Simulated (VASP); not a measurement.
# Ir (I4/mmm) in VASP: notebook

Runs on Ir. Level: PBEsol. Tasks: single point.

All numbers are computed with VASP 6.6.1; they aren't measurements. Logs are shortened: lines on timing, memory, paths and dates and some standing lists are left out, and cuts for length are marked.

### 1 The cell of the first run

Symmetry: I4/mmm, No. 139, tetragonal system. The conventional cell has a = 2.715 Å, b = 2.715 Å, c = 3.743 Å, α = 90.00°, β = 90.00°, γ = 90.00°. Within 3.5 Å of Ir (site symmetry 4/mmm) lie 12 Ir at 2.68 to 2.71 Å.

### 2 Single point, PBEsol (strain -0.0250 x Voigt [0, 0, 1, 0, 0, 0])

Contents of INCAR:

```
SYSTEM = Ir
PREC     = Accurate       ! precision mode
ENCUT    = 520            ! plane-wave cutoff, eV
EDIFF    = 1E-6           ! SCF threshold, eV
ISMEAR   = 0              ! smearing method
SIGMA    = 0.15           ! smearing width, eV
LREAL    = .FALSE.        ! projectors in reciprocal space
LASPH    = .TRUE.         ! aspherical terms in the spheres
NELM     = 100            ! most SCF steps
ALGO     = Normal         ! electronic algorithm
ISIF     = 2              ! what is computed and relaxed
LWAVE    = .FALSE.        ! write WAVECAR
LCHARG   = .FALSE.        ! write CHGCAR
GGA      = PS             ! functional
NBANDS   = 10             ! bands
```

Contents of KPOINTS:

```
Automatic mesh
0
G
  22 22 22
  0 0 0
```

Contents of POSCAR:

```
Ir
1.0
    0.0000000000      1.9197000000      1.8717075000
    1.9197000000      0.0000000000      1.8717075000
    1.9197000000      1.9197000000      0.0000000000
Ir
1
Direct
    0.0000000000      0.0000000000      0.0000000000
```

Potentials or basis: VASP PAW PBE potentials, release 64 (Ir).

Command:

```console
cat potpaw_PBE.64/Ir/POTCAR > POTCAR
mpirun -np 1 vasp_std > vasp.out
```

OUTCAR:

```text
SYSTEM = Ir
   PREC = Accurate
   ENCUT = 520
   EDIFF = 1E-6
   ISMEAR = 0
   LREAL = .FALSE.
   LASPH = .TRUE.
   NELM = 100
   ISIF = 2
   GGA = PS

 ion  position               nearest neighbor table
   1  0.000  0.000  0.000-

  LATTYP: Found a body centered tetragonal cell.
 ALAT       =     2.7148657757
 C/A-ratio  =     1.3788582233

  Lattice vectors:

 A1 = (   0.0000000000,  -1.9197000000,  -1.8717075000)
 A2 = (   0.0000000000,   1.9197000000,  -1.8717075000)
 A3 = (   1.9197000000,   0.0000000000,   1.8717075000)

Analysis of symmetry for initial positions (statically):
=====================================================================
 Subroutine PRICEL returns:
 Original cell was already a primitive cell.

 Routine SETGRP: Setting up the symmetry group for a
 body centered tetragonal supercell.

 Subroutine GETGRP returns: Found 16 space group operations
 (whereof 16 operations were pure point group operations)
 out of a pool of 16 trial point group operations.

The static configuration has the point symmetry D_4h.

Analysis of symmetry for dynamics (positions and initial velocities):
=====================================================================
 Subroutine PRICEL returns:
 Original cell was already a primitive cell.

 Routine SETGRP: Setting up the symmetry group for a
 body centered tetragonal supercell.

 Subroutine GETGRP returns: Found 16 space group operations
 (whereof 16 operations were pure point group operations)
 out of a pool of 16 trial point group operations.

The dynamic configuration has the point symmetry D_4h.

 Subroutine INISYM returns: Found 16 space group operations
 (whereof 16 operations are pure point group operations),
 and found     1 'primitive' translations

----------------------------------------------------------------------------------------

                                     Primitive cell

  volume of cell :      13.7954

  direct lattice vectors                    reciprocal lattice vectors
     0.000000000  1.919700000  1.871707500    -0.260457363  0.260457363  0.267135757
     1.919700000  0.000000000  1.871707500     0.260457363 -0.260457363  0.267135757
     1.919700000  1.919700000  0.000000000     0.260457363  0.260457363 -0.267135757

  length of vectors
     2.681144729  2.681144729  2.714865776     0.455013834  0.455013834  0.455013834

  position of ions in fractional coordinates (direct lattice)
     0.000000000  0.000000000  0.000000000

  ion indices of the primitive-cell ions
   primitive index   ion index
                 1           1

----------------------------------------------------------------------------------------

 KPOINTS: Automatic mesh

Automatic generation of k-mesh.
 Grid dimensions read from file:
 generate k-points for:   22   22   22

 Generating k-lattice:

  Cartesian coordinates                     Fractional coordinates (reciprocal lattice)
    -0.011838971  0.011838971  0.012142534     0.045454545  0.000000000  0.000000000
     0.011838971 -0.011838971  0.012142534     0.000000000  0.045454545  0.000000000
     0.011838971  0.011838971 -0.012142534    -0.000000000 -0.000000000  0.045454545

  Length of vectors
     0.020682447  0.020682447  0.020682447

  Shift w.r.t. Gamma in fractional coordinates (k-lattice)
     0.000000000  0.000000000  0.000000000

 Subroutine IBZKPT returns following result:
 ===========================================

 Found    834 irreducible k-points:

 Following reciprocal coordinates:
            Coordinates               Weight
  0.000000  0.000000  0.000000      1.000000
  0.045455 -0.000000  0.000000      8.000000
  0.090909 -0.000000  0.000000      8.000000
  0.136364  0.000000  0.000000      8.000000
  0.181818  0.000000  0.000000      8.000000
  0.227273 -0.000000  0.000000      8.000000
[... 16 lines left out ...]
  0.500000  0.045455  0.000000      8.000000
 -0.454545  0.045455  0.000000      8.000000
 [... further k-points ...]
   k-points           NKPTS =    834   k-points in BZ     NKDIM =    834   number of bands    NBANDS=     10
   number of dos      NEDOS =    301   number of ions     NIONS =      1
   total plane-waves  NPLWV =   8000
   dimension x,y,z NGX =    20 NGY =   20 NGZ =   20
   dimension x,y,z NGXF=    40 NGYF=   40 NGZF=   40
   ions per type =               1
   NGX,Y,Z   is equivalent  to a cutoff of  12.40, 12.40, 12.25 a.u.
   NGXF,Y,Z  is equivalent  to a cutoff of  24.80, 24.80, 24.49 a.u.
 SYSTEM =  Ir
   PREC   = accura    normal or accurate (medium, high low for compatibility)
   ISTART =      0    job   : 0-new  1-cont  2-samecut
   ICHARG =      2    charge: 1-file 2-atom 10-const
   ISPIN  =      1    spin polarized calculation?
   LNONCOLLINEAR =      F non collinear calculations
   LSORBIT =      F    spin-orbit coupling
   LASPH  =      T    aspherical Exc in radial PAW
   ENCUT  =  520.0 eV  38.22 Ry    6.18 a.u.   4.99  4.99  5.05*2*pi/ulx,y,z
   NELM   =    100;   NELMIN=  2; NELMDL= -5     # of ELM steps
   EDIFF  = 0.1E-05   stopping-criterion for ELM
   LREAL  =      F    real-space projection
   EDIFFG = 0.1E-04   stopping-criterion for IOM
   NSW    =      0    number of steps for IOM
   IBRION =     -1    ionic relax: 0-MD 1-quasi-New 2-CG
   NFREE  =      0    steps in history (QN), initial steepest desc. (CG)
   ISIF   =      2    stress and relaxation
   ISYM   =      2    0-nonsym 1-usesym 2-fastsym
   POTIM  = 0.5000    time-step for ionic-motion
   TEBEG  =    0.0;   TEEND  =   0.0 temperature during run
   PSTRESS=    0.0 pullay stress
   NELECT =       9.0000    total number of electrons
   NUPDOWN=      -1.0000    fix difference up-down
   EMIN   =  10.00;   EMAX   =-10.00  energy-range for DOS
   EFERMI =   0.00;   METHOD = LEGACY
   ISMEAR =     0;   SIGMA  =   0.15  broadening in eV -4-tet -1-fermi 0-gaus
   EFERMI_NEDOS =   21; number of points for ismear=-14 and -15
   IALGO  =     38    algorithm
   IMIX   =      4    mixing-type and parameters
     AMIX     =   0.40;   BMIX     =  1.00
     AMIX_MAG =   1.60;   BMIX_MAG =  1.00
  volume/ion in A,a.u.               =      13.80        93.10
  Fermi-wavevector in a.u.,A,eV,Ry     =   1.419855  2.683138 27.429198  2.015989
  Thomas-Fermi vector in A             =   2.540832
   LORBIT       =      0    0 simple, 1 ext, 2 COOP (PROOUT), +10 PAW based schemes
   GGA     = PS    functional components
   LHFCALC =     F    Hartree Fock is set to
   AEXX    =    0.0000 exact exchange contribution
   IVDW    =     0    specifies the selected vdW correction
   LEPSILON=     F    determine dielectric tensor
   LRPA    =     F    only Hartree local field effects (RPA)
 non-spin polarized calculation
 Gauss-broadening in eV      SIGMA  =   0.15
  energy-cutoff  :      520.00
  volume of cell :       13.80
 maximum number of plane-waves:       386
   NGX =  9   NGY =  9   NGZ =  9

 number of electron       9.0000001 magnetization

 Free energy of the ion-electron system (eV)
  ---------------------------------------------------
  ext. energy  EPLUGINS =         0.00000000
  ---------------------------------------------------
  free energy    TOTEN  =        -9.80672320 eV

  energy without entropy =       -9.79508179  energy(sigma->0) =       -9.80090250

 E-fermi :  10.6607     XC(G=0): -14.2498

 val. band max:       10.6590579317   @ k =   0.3636   0.1818   0.0000
 cond. band min:      10.6613004241   @ k =   0.3182   0.2273   0.0455
 fundamental gap:      0.0022424924
 Fermi energy:        10.6606543900

 k-point     1 :       0.0000    0.0000    0.0000
  band No.  band energies     occupation
      1      -0.7758      2.00000
      2       6.5262      2.00000
      3       6.5262      2.00000
      4       6.8618      2.00000
      5       9.2290      2.00000
      6       9.6782      2.00000
      7      24.9682      0.00000
      8      30.4012      0.00000
      9      30.4012      0.00000
     10      31.2598      0.00000

 k-point     2 :       0.0455   -0.0000    0.0000
  band No.  band energies     occupation
      1      -0.6808      2.00000
      2       6.5037      2.00000
      3       6.5683      2.00000
      4       6.8737      2.00000
      5       9.2047      2.00000
      6       9.6457      2.00000
      7      25.1358      0.00000
      8      30.0394      0.00000
      9      30.5578      0.00000
     10      31.2392      0.00000

 k-point     3 :       0.0909   -0.0000    0.0000
  band No.  band energies     occupation
      1      -0.4023      2.00000
      2       6.4040      2.00000
      3       6.6829      2.00000
      4       6.9474      2.00000
      5       9.1477      2.00000
      6       9.5626      2.00000
      7      25.6110      0.00000
      8      28.9928      0.00000
      9      31.0183      0.00000
     10      31.6099      0.00000

 k-point     4 :       0.1364    0.0000    0.0000
  band No.  band energies     occupation
      1       0.0380      2.00000
      2       6.2373      2.00000
      3       6.8317      2.00000
      4       7.0861      2.00000
      5       9.1075      2.00000
      6       9.4726      2.00000
      7      26.2927      0.00000
      8      27.7605      0.00000
      9      31.7555      0.00000
     10      32.3323      0.00000
[... 222 lines left out ...]
 k-point    22 :       0.4545    0.0455    0.0000
  band No.  band energies     occupation
      1       2.3649      2.00000
      2       6.4765      2.00000
      3       6.6772      2.00000
      4       8.8622      2.00000
      5      11.6342      0.00000
      6      11.6640      0.00000
      7      18.9101      0.00000
      8      24.8773      0.00000
      9      30.5321      0.00000
     10      31.3773      0.00000

 k-point    23 :       0.5000    0.0455    0.0000
  band No.  band energies     occupation
      1       2.3573      2.00000
      2       6.4219      2.00000
      3       6.6297      2.00000
      4       9.3586      2.00000
      5      11.7442      0.00000
      6      11.9723      0.00000
      7      18.1914      0.00000
      8      24.6706      0.00000
      9      30.3569      0.00000
     10      30.8011      0.00000

 k-point    24 :      -0.4545    0.0455    0.0000
  band No.  band energies     occupation
      1       2.3599      2.00000
      2       6.4234      2.00000
      3       6.6432      2.00000
      4       9.2864      2.00000
      5      11.5897      0.00000
      6      11.9748      0.00000
      7      18.3715      0.00000
      8      24.7118      0.00000
      9      30.6651      0.00000
     10      30.6748      0.00000

 [... further k-points ...]
[... 5 lines left out ...]
  --------------------------------------------------------------------------------------
  -------------------------------------------------------------------------------------
  Total        0.4708203      0.4708203      1.3303794      0.0000000     -0.0000000     -0.0000000
  in kB       54.6803263     54.6803263    154.5081487      0.0000000     -0.0000000     -0.0000000
  external PRESSURE =      87.9562671 kB  Pullay stress =       0.0000000 kB

 VOLUME and BASIS-vectors are now :
 -----------------------------------------------------------------------------
  energy-cutoff  :      520.00
  volume of cell :       13.80
      direct lattice vectors                 reciprocal lattice vectors
     0.000000000  1.919700000  1.871707500    -0.260457363  0.260457363  0.267135757
     1.919700000  0.000000000  1.871707500     0.260457363 -0.260457363  0.267135757
     1.919700000  1.919700000  0.000000000     0.260457363  0.260457363 -0.267135757

 POSITION                                       TOTAL-FORCE (eV/Angst)
 -----------------------------------------------------------------------------------
      0.00000      0.00000      0.00000         0.000000      0.000000      0.000000
 -----------------------------------------------------------------------------------
    total drift:                                0.000000      0.000000      0.000000

  FREE ENERGIE OF THE ION-ELECTRON SYSTEM (eV)
  ---------------------------------------------------
  free  energy   TOTEN  =        -9.8067232012 eV

  energy  without entropy=       -9.7950817946  energy(sigma->0) =       -9.80090250
```

Run time: 53 s. Hardware: 1 thread of Intel Xeon Platinum 8488C (Sapphire Rapids), shared host; peak memory 0.23 GiB.

Results:

```
Free energy            : -9.8067 eV
Pressure               : 8.8 GPa
Band gap on the k mesh : zero (an odd number of electrons rules out a gap without spin polarisation)
```

Stress tensor (GPa, compression positive):
```
 5.47  0.00  0.00
 0.00  5.47  0.00
 0.00  0.00 15.45
```

Caveat: the cell differs from its parent crystal (strain -0.0250 x Voigt [0, 0, 1, 0, 0, 0]); the cell stands under pressure; the PAW data sets were made with another functional, which shifts forces and pressure a little; spin-orbit coupling is left out, which moves the levels of the heavy elements.

### 3 Single point, PBEsol (strain +0.0750 x Voigt [0, 0, 1, 0, 0, 0])

Contents of INCAR:

```
PREC = Accurate
ENCUT = 520
EDIFF = 1E-6
ISMEAR = 0
SIGMA = 0.15
LREAL = F
LASPH = T
NELM = 100
ALGO = Normal
ISIF = 2
LWAVE = F
LCHARG = F
GGA = PS
NBANDS = 10
```

Contents of KPOINTS:

```
Automatic mesh
0
Gamma
  22 22 22
```

Contents of POSCAR:

```
Ir
1.0
    0.0000000000      1.9197000000      2.0636775000
    1.9197000000      0.0000000000      2.0636775000
    1.9197000000      1.9197000000      0.0000000000
Ir
1
Direct
    0.0000000000      0.0000000000      0.0000000000
```

Potentials or basis: VASP PAW PBE potentials, release 64 (Ir).

Command:

```console
cat potpaw_PBE.64/Ir/POTCAR > POTCAR
mpirun -np 1 vasp_std > vasp.out
```

OUTCAR:

```text
PREC = Accurate
   ENCUT = 520
   EDIFF = 1E-6
   ISMEAR = 0
   LREAL = F
   LASPH = T
   NELM = 100
   ISIF = 2
   GGA = PS

 ion  position               nearest neighbor table
   1  0.000  0.000  0.000-

  LATTYP: Found a body centered tetragonal cell.
 ALAT       =     2.7148657757
 C/A-ratio  =     1.5202795796

  Lattice vectors:

 A1 = (  -1.9197000000,   0.0000000000,   2.0636775000)
 A2 = (   1.9197000000,   0.0000000000,   2.0636775000)
 A3 = (   0.0000000000,   1.9197000000,  -2.0636775000)

Analysis of symmetry for initial positions (statically):
[... 482 lines left out ...]
      3       5.9755      2.00000
      4       7.9256      2.00000
      5       9.5078      0.00000
      6      10.4437      0.00000
      7      15.7399      0.00000
      8      22.9560      0.00000
      9      27.4605      0.00000
     10      29.0355      0.00000

 [... further k-points ...]
[... 5 lines left out ...]
  --------------------------------------------------------------------------------------
  -------------------------------------------------------------------------------------
  Total       -1.5125432     -1.5125432     -3.6223413      0.0000000      0.0000000     -0.0000000
  in kB     -159.3234949   -159.3234949   -381.5587314      0.0000000      0.0000000     -0.0000000
  external PRESSURE =    -233.4019071 kB  Pullay stress =       0.0000000 kB

 VOLUME and BASIS-vectors are now :
 -----------------------------------------------------------------------------
  energy-cutoff  :      520.00
  volume of cell :       15.21
      direct lattice vectors                 reciprocal lattice vectors
     0.000000000  1.919700000  2.063677500    -0.260457363  0.260457363  0.242285919
     1.919700000  0.000000000  2.063677500     0.260457363 -0.260457363  0.242285919
     1.919700000  1.919700000  0.000000000     0.260457363  0.260457363 -0.242285919

 POSITION                                       TOTAL-FORCE (eV/Angst)
 -----------------------------------------------------------------------------------
      0.00000      0.00000      0.00000         0.000000      0.000000     -0.000000
 -----------------------------------------------------------------------------------
    total drift:                                0.000000      0.000000     -0.000000

  FREE ENERGIE OF THE ION-ELECTRON SYSTEM (eV)
  ---------------------------------------------------
  free  energy   TOTEN  =        -9.6788990599 eV

  energy  without entropy=       -9.6657626778  energy(sigma->0) =       -9.67233087
```

It took 50 s on 1 thread of Intel Xeon Platinum 8488C (Sapphire Rapids), shared host; peak memory 0.25 GiB.

What came out:

```yaml
Free_energy: -9.6789 eV
Pressure: -23.3 GPa
Band_gap_on_the_k_mesh: zero (an odd number of electrons rules out a gap without spin polarisation)
```

Levels at points of the mesh, in eV from the Fermi level:
```csv
k point,band 1,band 2,band 3,band 4,band 5,band 6,band 7,band 8,band 9
"(0.00, 0.00, 0.00)",-10.38,-4.03,-3.12,-3.12,-1.66,-0.48,14.56,18.35,20.30
"(0.50, 0.00, 0.00)",-7.36,-3.97,-3.07,-0.57,0.60,1.01,6.61,13.84,18.70
"(0.50, 0.50, 0.00)",-7.18,-6.55,0.80,0.89,1.26,1.26,8.33,12.25,12.25
"(0.50, 0.00, 0.50)",-7.06,-6.54,0.69,0.87,1.79,2.21,10.21,10.68,11.28
```

Caveat: the cell differs from its parent crystal (strain +0.0750 x Voigt [0, 0, 1, 0, 0, 0]); the cell stands under tension; the PAW data sets were made with another functional, which shifts forces and pressure a little; spin-orbit coupling is left out, which moves the levels of the heavy elements.

### 4 Single point, PBEsol (strain +0.0875 x Voigt [0, 0, 1, 0, 0, 0])

Contents of INCAR:

```
ALGO = Normal ; EDIFF = 1E-7
ENCUT = 520 ; GGA = PS
ISIF = 2 ; ISMEAR = 0
LASPH = True ; LCHARG = False
LREAL = False ; LWAVE = False
NBANDS = 10 ; NELM = 60
PREC = Accurate ; SIGMA = 0.15
```

Contents of KPOINTS:

```
k-points
0
Gamma
  22 22 22
```

Contents of POSCAR:

```
Ir
1.0
    0.0000000000      1.9197000000      2.0876737500
    1.9197000000      0.0000000000      2.0876737500
    1.9197000000      1.9197000000      0.0000000000
Ir
1
Direct
    0.0000000000      0.0000000000      0.0000000000
```

Command:

```console
cat potpaw_PBE.64/Ir/POTCAR > POTCAR
mpirun -np 1 vasp_std > vasp.out
```

Wall time 54 s (1 thread of Intel Xeon Platinum 8488C (Sapphire Rapids), shared host); peak memory 0.25 GiB.

It converged, with:

```yaml
Free_energy: -9.6345 eV
Pressure: -25.8 GPa
Band_gap_on_the_k_mesh: zero (an odd number of electrons rules out a gap without spin polarisation)
```

Stress tensor (GPa, compression positive):
```
-17.60   0.00   0.00
  0.00 -17.60   0.00
  0.00   0.00 -42.32
```

Levels at points of the mesh, in eV from the Fermi level:
```tsv
k point	band 2	band 3	band 4	band 5	band 6	band 7
(0.00, 0.00, 0.00)	-4.05	-3.00	-3.00	-1.73	-0.38	14.60
(0.50, 0.00, 0.00)	-3.96	-2.94	-0.53	0.56	1.02	6.52
(0.50, 0.50, 0.00)	-6.43	0.68	0.90	1.22	1.22	8.01
(0.50, 0.00, 0.50)	-6.42	0.64	0.78	1.83	2.29	10.17
```

Caveat: the cell differs from its parent crystal (strain +0.0875 x Voigt [0, 0, 1, 0, 0, 0]); the cell stands under tension; the PAW data sets were made with another functional, which shifts forces and pressure a little; spin-orbit coupling is left out, which moves the levels of the heavy elements.

### 5 The runs side by side

```tsv
cell	gap on the mesh (eV)	pressure (GPa)
a = 2.681, b = 2.681, c = 2.715 Å, angles 59.6, 59.6, 60.8°, 1 atom	none	8.8
a = 2.819, b = 2.819, c = 2.715 Å, angles 61.2, 61.2, 57.6°, 1 atom	none	-23.3
a = 2.836, b = 2.836, c = 2.715 Å, angles 61.4, 61.4, 57.2°, 1 atom	none	-25.8
```

Alike in all rows: task single point; level PBEsol; potentials or basis VASP PAW PBE potentials, release 64 (Ir); no spin polarisation; k mesh 22 × 22 × 22; cutoff (eV) 520; smearing gaussian 0.15 eV.

Caveats: the PAW data sets were made with another functional, which shifts forces and pressure a little; spin-orbit coupling is left out, which moves the levels of the heavy elements; the cell stands under tension (at least some runs); the cell stands under pressure (at least some runs).

Absolute energies hang on the potentials; compare differences alone.
